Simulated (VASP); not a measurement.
# Si19Mo9 (a cell with a defect) in VASP: single point with PBE

Aim: the single point of Si19Mo9 (a cell with a defect) with PBE.

All numbers are computed with VASP 6.6.1; they aren't measurements. Logs are shortened: lines on timing, memory, paths and dates and some standing lists are left out, and cuts for length are marked.

### Step 1. The cell of the first run

The cell holds a defect, 28 atoms: a = 7.873 Å, b = 7.878 Å, c = 7.878 Å, α = 75.54°, β = 60.02°, γ = 60.02°.

### Step 2. Single point, PBE (with an interstitial atom, then relaxed in part)

File INCAR:

```
PREC = Accurate
ENCUT = 520
EDIFF = 1E-6
ISMEAR = 0
SIGMA = 0.1
LREAL = Auto
LASPH = True
NELM = 80
ALGO = Normal
ISIF = 2
LWAVE = False
LCHARG = True
GGA = PE
LELF = True
LVHAR = True
NBANDS = 121
```

File KPOINTS:

```
regular mesh
0
Gamma
  4 4 4
```

File POSCAR:

```
Si19Mo9
1.0
    0.0000000000      0.0000000000     -7.8730199709
    4.8252710687      4.8252710687     -3.9365099855
    4.8252710687     -4.8252710687     -3.9365099855
Si Mo
19 9
Direct
    0.3213231933      0.0025334393      0.6778854391
    0.9976399653      0.0022793154      0.3310540179
    0.2885191207      0.3815951791      0.3815951791
    0.6684087384      0.3307998940      0.6554478943
    1.0025064852      0.6666666667      0.6666666667
    0.7183761456     -0.0482618458      0.9517381542
    0.9976399653      0.3310540179      1.0022793154
    0.3213231933      0.6778854391      1.0025334393
    0.6684087384      0.6554478943      0.3307998940
    0.0094767007      0.0025334393      0.6554478943
    0.6632190335     -0.0482618458      0.3815951791
    0.0046393501      0.3310540179      0.3310540179
    0.3341247009      0.3307998940      0.6778854391
    0.6641601815      0.6666666667      0.6666666667
    0.3334140526      0.0022793154      1.0022793154
    0.6632190335      0.3815951791      0.9517381542
    0.0094767007      0.6554478943      1.0025334393
    0.3341247009      0.6778854391      0.3307998940
    0.5833333333      0.1666666667      0.1666666667
   -0.0002862362      0.3339058057      0.6666666667
    0.6636612456      0.3359802336      0.3359802336
   -0.0002862362      0.6666666667      0.3339058057
    0.3333333333      0.6666666667      0.6666666667
    0.6669529029     -0.0005724724      0.6666666667
    0.3336918541      0.3359802336      0.9973530997
    0.6669529029      0.6666666667      0.9994275276
    1.0022883795     -0.0026469003      0.9973530997
    0.3336918541     -0.0026469003      0.3359802336
```

Potentials or basis: VASP PAW PBE potentials, release 64 (Si, Mo_sv).

The run is started by

```sh
cat potpaw_PBE.64/Si/POTCAR potpaw_PBE.64/Mo_sv/POTCAR > POTCAR
mpirun -np 1 vasp_std > vasp.out
```

OUTCAR:

```text
PREC = Accurate
   ENCUT = 520
   EDIFF = 1E-6
   ISMEAR = 0
   LREAL = Auto
   LASPH = True
   NELM = 80
   ISIF = 2
   GGA = PE

 ion  position               nearest neighbor table
   1  0.321  0.003  0.678-  11 2.44  27 2.53  10 2.55  20 2.60  15 2.60  23 2.62  13 2.64  14 2.65
                            28 2.66  24 2.67   8 3.13
   2  0.998  0.002  0.331-  18 2.60  10 2.60  15 2.62  12 2.62  21 2.62  27 2.62  22 2.63  24 2.63
                            28 2.65  11 2.68
   3  0.289  0.382  0.382-  19 2.17  20 2.38  22 2.38  18 2.44  13 2.44  21 2.63  12 2.68   5 2.75
                            25 2.96  28 2.96
   4  0.668  0.331  0.655-  16 2.44  21 2.53  13 2.55  24 2.60  12 2.60  23 2.62  10 2.64  14 2.65
                            25 2.66  20 2.67   9 3.13
   5  0.003  0.667  0.667-  23 2.60  24 2.63  26 2.63  22 2.63  20 2.63  17 2.65  10 2.65  13 2.65
                            18 2.65  14 2.66   6 2.75   3 2.75
   6  0.718  0.952  0.952-  19 2.17  24 2.38  26 2.38  17 2.44  10 2.44  27 2.63  15 2.68   5 2.75
                            25 2.96  28 2.96
   7  0.998  0.331  0.002-  13 2.60  17 2.60  15 2.62  12 2.62  21 2.62  27 2.62  20 2.63  26 2.63
                            25 2.65  16 2.68
   8  0.321  0.678  0.003-  16 2.44  27 2.53  17 2.55  22 2.60  15 2.60  23 2.62  18 2.64  14 2.65
                            25 2.66  26 2.67   1 3.13
   9  0.668  0.655  0.331-  11 2.44  21 2.53  18 2.55  26 2.60  12 2.60  23 2.62  17 2.64  14 2.65
                            28 2.66  22 2.67   4 3.13
  10  0.009  0.003  0.655-   6 2.44  28 2.53   1 2.55  20 2.60   2 2.60  23 2.62   4 2.64   5 2.65
                            27 2.66  24 2.67  18 3.13
  11  0.663  0.952  0.382-  19 2.17  22 2.38  24 2.38   9 2.44   1 2.44  28 2.63   2 2.68  14 2.75
                            27 2.96  21 2.96
  12  0.005  0.331  0.331-   4 2.60   9 2.60   7 2.62   2 2.62  25 2.62  28 2.62  20 2.63  22 2.63
                            21 2.65   3 2.68
  13  0.334  0.331  0.678-   3 2.44  25 2.53   4 2.55  24 2.60   7 2.60  23 2.62   1 2.64   5 2.65
                            21 2.66  20 2.67  17 3.13
  14  0.664  0.667  0.667-  23 2.60  24 2.63  26 2.63  22 2.63  20 2.63   8 2.65   1 2.65   9 2.65
                             4 2.65   5 2.66  16 2.75  11 2.75
  15  0.333  0.002  0.002-   1 2.60   8 2.60   7 2.62   2 2.62  25 2.62  28 2.62  24 2.63  26 2.63
                            27 2.65   6 2.68
  16  0.663  0.382  0.952-  19 2.17  20 2.38  26 2.38   4 2.44   8 2.44  25 2.63   7 2.68  14 2.75
                            27 2.96  21 2.96
  17  0.009  0.655  0.003-   6 2.44  25 2.53   8 2.55  22 2.60   7 2.60  23 2.62   9 2.64   5 2.65
                            27 2.66  26 2.67  13 3.13
  18  0.334  0.678  0.331-   3 2.44  28 2.53   9 2.55  26 2.60   2 2.60  23 2.62   8 2.64   5 2.65
                            21 2.66  22 2.67  10 3.13
  19  0.583  0.167  0.167-   3 2.17  11 2.17  16 2.17   6 2.17  21 2.56  27 2.56  28 2.56  25 2.56
[... 5 lines left out ...]
  22  1.000  0.667  0.334-  11 2.38   3 2.38   8 2.60  17 2.60   2 2.63  12 2.63  14 2.63   5 2.63
                            18 2.67   9 2.67  24 3.21  20 3.21  27 3.22  25 3.22
  23  0.333  0.667  0.667-   5 2.60  14 2.60  10 2.62  17 2.62   8 2.62   1 2.62   9 2.62   4 2.62
                            13 2.62  18 2.62  27 3.19  25 3.19  28 3.19  21 3.19
  24  0.667  0.999  0.667-   6 2.38  11 2.38   4 2.60  13 2.60  15 2.63   2 2.63   5 2.63  14 2.63
                            10 2.67   1 2.67  26 3.21  22 3.21  25 3.22  21 3.22
  25  0.334  0.336  0.997-  13 2.53  17 2.53  19 2.56  12 2.62  15 2.62  16 2.63   7 2.65   4 2.66
                             8 2.66   6 2.96   3 2.96  23 3.19  24 3.22  22 3.22  28 3.27
  26  0.667  0.667  0.999-   6 2.38  16 2.38   9 2.60  18 2.60  15 2.63   7 2.63   5 2.63  14 2.63
                            17 2.67   8 2.67  24 3.21  20 3.21  28 3.22  21 3.22
  27  0.002  0.997  0.997-   8 2.53   1 2.53  19 2.56   2 2.62   7 2.62   6 2.63  15 2.65  17 2.66
                            10 2.66  11 2.96  16 2.96  23 3.19  22 3.22  20 3.22  21 3.27
  28  0.334  0.997  0.336-  18 2.53  10 2.53  19 2.56  12 2.62  15 2.62  11 2.63   2 2.65   9 2.66
                             1 2.66   6 2.96   3 2.96  23 3.19  26 3.22  20 3.22  25 3.27

  LATTYP: Found a body centered tetragonal cell.
 ALAT       =     9.6505421374
 C/A-ratio  =     0.8158111595

  Lattice vectors:

 A1 = (   4.8252710687,   4.8252710687,   3.9365099854)
 A2 = (  -4.8252710687,  -4.8252710687,   3.9365099855)
 A3 = (   4.8252710687,  -4.8252710687,  -3.9365099855)

Analysis of symmetry for initial positions (statically):
=====================================================================
 Subroutine PRICEL returns:
 Original cell was already a primitive cell.

 Routine SETGRP: Setting up the symmetry group for a
 body centered tetragonal supercell.

 Subroutine GETGRP returns: Found  8 space group operations
 (whereof  2 operations were pure point group operations)
 out of a pool of 16 trial point group operations.

The static configuration has the point symmetry C_1h.
 The point group associated with its full space group is D_2d.

Analysis of symmetry for dynamics (positions and initial velocities):
[... 120 lines left out ...]
            Coordinates               Weight
  0.000000  0.000000  0.000000      1.000000
  0.250000  0.000000  0.000000      8.000000
  0.500000  0.000000  0.000000      4.000000
  0.000000  0.250000  0.000000      4.000000
  0.500000  0.250000  0.000000      8.000000
 -0.250000  0.250000 -0.000000     16.000000
  0.000000  0.500000  0.000000      2.000000
  0.000000  0.250000  0.250000      4.000000
  0.500000  0.250000  0.250000      2.000000
 -0.250000  0.250000  0.250000      8.000000
  0.000000  0.500000  0.250000      4.000000
  0.500000 -0.250000  0.250000      2.000000
  0.000000  0.500000  0.500000      1.000000
   k-points           NKPTS =     13   k-points in BZ     NKDIM =     13   number of bands    NBANDS=    121
   number of dos      NEDOS =    301   number of ions     NIONS =     28
   total plane-waves  NPLWV = 216000
   dimension x,y,z NGX =    60 NGY =   60 NGZ =   60
   dimension x,y,z NGXF=   120 NGYF=  120 NGZF=  120
   ions per type =              19   9
   NGX,Y,Z   is equivalent  to a cutoff of  12.67, 12.66, 12.66 a.u.
   NGXF,Y,Z  is equivalent  to a cutoff of  25.34, 25.32, 25.32 a.u.
 SYSTEM =  unknown system
   PREC   = accura    normal or accurate (medium, high low for compatibility)
   ISTART =      0    job   : 0-new  1-cont  2-samecut
   ICHARG =      2    charge: 1-file 2-atom 10-const
   ISPIN  =      1    spin polarized calculation?
   LNONCOLLINEAR =      F non collinear calculations
   LSORBIT =      F    spin-orbit coupling
   LASPH  =      T    aspherical Exc in radial PAW
   ENCUT  =  520.0 eV  38.22 Ry    6.18 a.u.  14.64 14.65 14.65*2*pi/ulx,y,z
   NELM   =     80;   NELMIN=  2; NELMDL= -5     # of ELM steps
   EDIFF  = 0.1E-05   stopping-criterion for ELM
   LREAL  =      T    real-space projection
   EDIFFG = 0.1E-04   stopping-criterion for IOM
   NSW    =      0    number of steps for IOM
   IBRION =     -1    ionic relax: 0-MD 1-quasi-New 2-CG
   NFREE  =      0    steps in history (QN), initial steepest desc. (CG)
   ISIF   =      2    stress and relaxation
   ISYM   =      2    0-nonsym 1-usesym 2-fastsym
   POTIM  = 0.5000    time-step for ionic-motion
   TEBEG  =    0.0;   TEEND  =   0.0 temperature during run
   PSTRESS=    0.0 pullay stress
   NELECT =     202.0000    total number of electrons
   NUPDOWN=      -1.0000    fix difference up-down
   EMIN   =  10.00;   EMAX   =-10.00  energy-range for DOS
   EFERMI =   0.00;   METHOD = LEGACY
   ISMEAR =     0;   SIGMA  =   0.10  broadening in eV -4-tet -1-fermi 0-gaus
   EFERMI_NEDOS =   21; number of points for ismear=-14 and -15
   IALGO  =     38    algorithm
   IMIX   =      4    mixing-type and parameters
     AMIX     =   0.40;   BMIX     =  1.00
     AMIX_MAG =   1.60;   BMIX_MAG =  1.00
  volume/ion in A,a.u.               =      13.09        88.36
  Fermi-wavevector in a.u.,A,eV,Ry     =   1.342107  2.536214 24.507498  1.801250
  Thomas-Fermi vector in A             =   2.470287
   LORBIT       =      0    0 simple, 1 ext, 2 COOP (PROOUT), +10 PAW based schemes
   GGA     = PE    functional components
   LHFCALC =     F    Hartree Fock is set to
   AEXX    =    0.0000 exact exchange contribution
   IVDW    =     0    specifies the selected vdW correction
   LEPSILON=     F    determine dielectric tensor
   LRPA    =     F    only Hartree local field effects (RPA)
 non-spin polarized calculation
 Gauss-broadening in eV      SIGMA  =   0.10
  energy-cutoff  :      520.00
  volume of cell :      366.62
 maximum number of plane-waves:      9903
 NGX is ok and might be reduce to    60
   NGX = 29   NGY = 29   NGZ = 29

 number of electron     202.0000013 magnetization

 Free energy of the ion-electron system (eV)
  ---------------------------------------------------
  ext. energy  EPLUGINS =         0.00000000
  ---------------------------------------------------
  free energy    TOTEN  =      -208.54358693 eV

  energy without entropy =     -208.48943470  energy(sigma->0) =     -208.51651082

 E-fermi :  13.0718     XC(G=0): -12.4919

 val. band max:       13.0603058530   @ k =   0.0000   0.5000   0.5000
 cond. band min:      13.1053601379   @ k =   0.5000   0.2500   0.2500
 fundamental gap:      0.0450542849
 Fermi energy:        13.0717960545

 k-point     1 :       0.0000    0.0000    0.0000
  band No.  band energies     occupation
      1     -48.1328      2.00000
      2     -48.1301      2.00000
      3     -48.1242      2.00000
      4     -48.1242      2.00000
      5     -48.0856      2.00000
      6     -48.0772      2.00000
[... 1497 lines left out ...]
    112      14.1002      0.00000
    113      14.1859      0.00000
 [bands above 113 left out]

------------------------ aborting loop because EDIFF is reached ----------------------------------------

  FORCE on cell =-STRESS in cart. coord.  units (eV):
  Direction    XX          YY          ZZ          XY          YZ          ZX
  --------------------------------------------------------------------------------------
  -------------------------------------------------------------------------------------
  Total       31.6064608     31.6064608     23.3291410      0.0000000      0.0000000     -0.0000000
  in kB      138.1248026    138.1248026    101.9517182      0.0000000      0.0000000     -0.0000000
  external PRESSURE =     126.0671078 kB  Pullay stress =       0.0000000 kB

 VOLUME and BASIS-vectors are now :
 -----------------------------------------------------------------------------
  energy-cutoff  :      520.00
  volume of cell :      366.62
      direct lattice vectors                 reciprocal lattice vectors
     0.000000000  0.000000000 -7.873019971    -0.103621122  0.000000000 -0.127016063
     4.825271069  4.825271069 -3.936509985     0.103621122  0.103621122  0.000000000
     4.825271069 -4.825271069 -3.936509985     0.103621122 -0.103621122  0.000000000

 POSITION                                       TOTAL-FORCE (eV/Angst)
 -----------------------------------------------------------------------------------
      3.28321     -3.25876     -5.20826        -0.003226      0.001635     -0.005658
      1.60842     -1.58643     -9.16661         0.000000      0.002290     -0.006195
      3.68260      0.00000     -5.27582        -0.015758     -0.000000     -0.012360
      4.75891     -1.56651     -9.14477         0.003226     -0.001635     -0.005658
      6.43369      0.00000     -5.26841         0.000000     -0.000000     -0.002372
      9.18479      0.00000    -13.14884         0.015758     -0.000000     -0.012360
[... 20 lines left out ...]
      9.62500      0.00000     -7.87020         0.000610     -0.000000     -0.002257
      6.43369      3.19130     -7.87584         0.000000      0.000610      0.002257
 -----------------------------------------------------------------------------------
    total drift:                               -0.000002      0.000000      0.000003

  FREE ENERGIE OF THE ION-ELECTRON SYSTEM (eV)
  ---------------------------------------------------
  free  energy   TOTEN  =      -208.5435869343 eV

  energy  without entropy=     -208.4894346963  energy(sigma->0) =     -208.51651082
```

Run time: 32 min. Hardware: 1 thread of Intel Xeon Platinum 8259CL at 2.50GHz (Skylake/Cascade Lake), shared host; peak memory 0.7 GiB.

What came out:

- Free energy: -208.5436 eV
- Pressure: 12.6 GPa
- Largest force: 0.020 eV/Å
- Band gap on the k mesh: zero (bands 101 and 102 overlap by 0.42 eV)

Forces on the atoms (eV/Å):
```
Si  -0.003  0.002 -0.006
Si   0.000  0.002 -0.006
Si  -0.016  0.000 -0.012
Si   0.003 -0.002 -0.006
Si   0.000  0.000 -0.002
Si   0.016  0.000 -0.012
Si   0.000 -0.002 -0.006
Si  -0.003 -0.002 -0.006
Si   0.003  0.002 -0.006
Si   0.002 -0.003  0.006
Si   0.000  0.016  0.012
Si  -0.002  0.000  0.006
Si  -0.002  0.003  0.006
Si   0.000  0.000  0.002
Si   0.002  0.000  0.006
Si   0.000 -0.016  0.012
Si   0.002  0.003  0.006
Si  -0.002 -0.003  0.006
Si   0.000  0.000  0.000
Mo  -0.002 -0.002  0.000
Mo  -0.001  0.000 -0.002
Mo  -0.002  0.002  0.000
Mo   0.000  0.000  0.000
Mo   0.002  0.002  0.000
Mo   0.000 -0.001  0.002
Mo   0.002 -0.002  0.000
Mo   0.001  0.000 -0.002
Mo   0.000  0.001  0.002
```

Levels at points of the mesh, in eV from the Fermi level:
| k point | band 98 | band 99 | band 100 | band 101 | band 102 | band 103 | band 104 | band 105 |
| --- | --- | --- | --- | --- | --- | --- | --- | --- |
| (0.00, 0.00, 0.00) | -0.88 | -0.14 | 0.21 | 0.21 | 0.23 | 0.32 | 1.02 | 1.12 |
| (0.50, 0.00, 0.00) | -1.13 | -1.00 | -0.43 | -0.43 | 0.06 | 0.33 | 0.69 | 0.76 |
| (0.00, 0.50, 0.00) | -1.52 | -1.33 | -1.06 | -0.74 | 0.35 | 0.42 | 0.73 | 0.82 |
| (0.00, 0.50, 0.50) | -1.47 | -1.24 | -1.24 | -0.01 | 0.10 | 0.22 | 0.22 | 0.29 |

Caveat: the cell differs from its parent crystal (with an interstitial atom, then relaxed in part).

The gap in the log of VASP goes by the Fermi energy; the results here count the filled bands.